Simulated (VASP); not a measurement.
CuO (Tenorite): single point with PBE

CuO (Tenorite):

```
CELL_PARAMETERS angstrom
2.34185 -1.71130 0.00000
2.34185 1.71130 0.00000
-0.85003 0.00000 5.05787
ATOMIC_POSITIONS crystal
Cu 0.50000 0.00000 0.50000
Cu 0.00000 0.50000 0.00000
O 0.41840 0.58160 0.75000
O 0.58160 0.41840 0.25000
```

| Quantity | Value |
| --- | --- |
| Program | VASP 6.6.1 |
| Task | single point |
| Functional | PBE |
| Potentials or basis | VASP PAW PBE potentials, release 64 (Cu, O) |
| Cutoff | 520 eV |
| k mesh | 10 × 10 × 5 |
| Occupations | fermi-dirac, width 0.05 eV |
| Spin | no spin polarisation |
| Dipole correction | no |
| Further INCAR settings | ALGO = Normal; EDIFF = 1e-07; NBANDS = 25 |

The pressure is 6.4 GPa and the largest force is 0.219 eV/Å. The band gap on the k mesh is zero (band 17 reaches 5.99 eV, above the bottom of band 18 at 5.39 eV).

Forces in eV/Å, atoms in the order of the input:
```
Cu   0.000  0.000  0.000
Cu   0.000  0.000  0.000
O    0.000 -0.219  0.000
O    0.000  0.219  0.000
```

Stress tensor (GPa, compression positive):
```
 6.27  0.00 -1.22
 0.00  7.23  0.00
-1.22  0.00  5.66
```

Levels at points of the mesh, in eV from the Fermi level:
```tsv
k point	band 14	band 15	band 16	band 17	band 18	band 19	band 20	band 21
(0.00, 0.00, 0.00)	-2.23	-2.17	-1.67	0.21	0.94	1.73	6.05	8.17
(0.50, 0.00, 0.00)	-1.61	-1.51	-1.42	0.01	0.26	4.88	6.33	6.97
(0.50, 0.50, 0.00)	-2.13	-1.67	-1.23	-0.66	1.07	3.36	7.12	8.53
```

Wall time 110 s on 1 thread of Intel(R) Xeon(R) Platinum 8259CL CPU @ 2.50GHz (Skylake/Cascade Lake), with other jobs on the host, peak memory 0.25 GiB.

Caveat: semilocal functionals often make such compounds metallic where correlation or magnetic order opens a gap, which also shifts bond lengths. With open d or f shells a metallic result of PBE can be an artefact of self-interaction; +U or a hybrid may open a gap.
